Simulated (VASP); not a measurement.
# Pt: single point with revPBE

The system is Pt.

```
CELL_PARAMETERS angstrom
-1.57052 1.57052 1.57052
1.57052 -1.57052 1.57052
1.57052 1.57052 -1.57052
ATOMIC_POSITIONS crystal
Pt 0.00000 0.00000 0.00000
```

This isn't the form of Pt at room conditions, which is fcc.

| Item | Value |
| --- | --- |
| Program | VASP 6.6.1 |
| Task | single point |
| Functional | revPBE |
| Potentials or basis | VASP PAW PBE potentials, release 64 (Pt) |
| Cutoff | 500 eV |
| k mesh | 8 × 8 × 8 |
| Occupations | gaussian, width 0.1 eV |
| Spin | no spin polarisation |

- Pressure: 9.5 GPa
- Band gap on the k mesh: zero (bands 5 and 6 overlap by 2.05 eV)

Levels at points of the mesh, in eV from the Fermi level:
```tsv
k point	band 2	band 3	band 4	band 5	band 6	band 7	band 8	band 9
(0.00, 0.00, 0.00)	-3.63	-3.63	-3.63	-1.09	-1.09	17.00	17.00	17.00
(0.50, 0.00, 0.00)	-5.10	-1.26	-0.75	0.15	1.04	6.43	13.19	15.98
(0.50, 0.50, 0.50)	-6.32	0.50	0.50	0.50	7.66	7.66	7.66	13.05
```

Run time: 2.2 s on 1 thread of Intel(R) Xeon(R) 6975P-C (Granite Rapids) (shared host), peak memory 0.13 GiB.

Caveat: the cell stands under pressure; the PAW data sets were made with another functional, which shifts forces and pressure a little; spin-orbit coupling is left out, which moves the levels of the heavy elements.
